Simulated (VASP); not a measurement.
Here is a VASP 6.6.1 calculation.

INCAR

```
  PREC = Accurate
  ENCUT = 500
  EDIFF = 1E-6
  ISMEAR = 0
  SIGMA = 0.1
  LREAL = False
  LASPH = True
  NELM = 200
  ALGO = Normal
  ISIF = 2
  LWAVE = False
  LCHARG = False
  GGA = PE
  NBANDS = 40
  GGA_COMPAT = False
  LMAXMIX = 6
```

File KPOINTS:

```
Automatic mesh
0
Gamma
  6 6 6
```

File POSCAR:

```
SmZn3I2
1.0
    2.9075147663      1.6786544330      5.3078484145
   -2.9075147663      1.6786544330      5.3078484145
    0.0000000000     -3.3573088660      5.3078484145
Sm Zn I
1 3 2
Direct
    0.0000000000      0.0000000000      0.0000000000
    0.0000000000      0.5000000000      0.0000000000
    0.5000000000      0.0000000000      0.0000000000
    0.0000000000      0.0000000000      0.5000000000
    0.6297693228      0.6297693228      0.6297693228
    0.3702306772      0.3702306772      0.3702306772
```

Potentials or basis: VASP PAW PBE potentials, release 64 (Sm_3, Zn, I), 4f in core.

Command:

```bash
$ cat potpaw_PBE.64/Sm_3/POTCAR potpaw_PBE.64/Zn/POTCAR potpaw_PBE.64/I/POTCAR > POTCAR
$ mpirun -np 1 vasp_std > vasp.out
```

Question: Predict the band gap on the k mesh.

Answer: Zero (an odd number of electrons rules out a gap without spin polarisation).

Question: Predict the pressure.

Answer: 0.2 GPa.

Stress tensor (GPa, compression positive):
```
0.19 0.00 0.00
0.00 0.19 0.00
0.00 0.00 0.29
```

Caveat: spin-orbit coupling is left out, which moves the levels of the heavy elements; the 4f electrons are frozen in the core, so they carry no moment and show no levels; an odd number of electrons without spin polarisation forces a metal; a magnetic or distorted state may lie lower; the run has no spin polarisation, though such a crystal can be magnetic. Spin polarisation is off, so any magnetic state and its effect on volume and gap are missing.
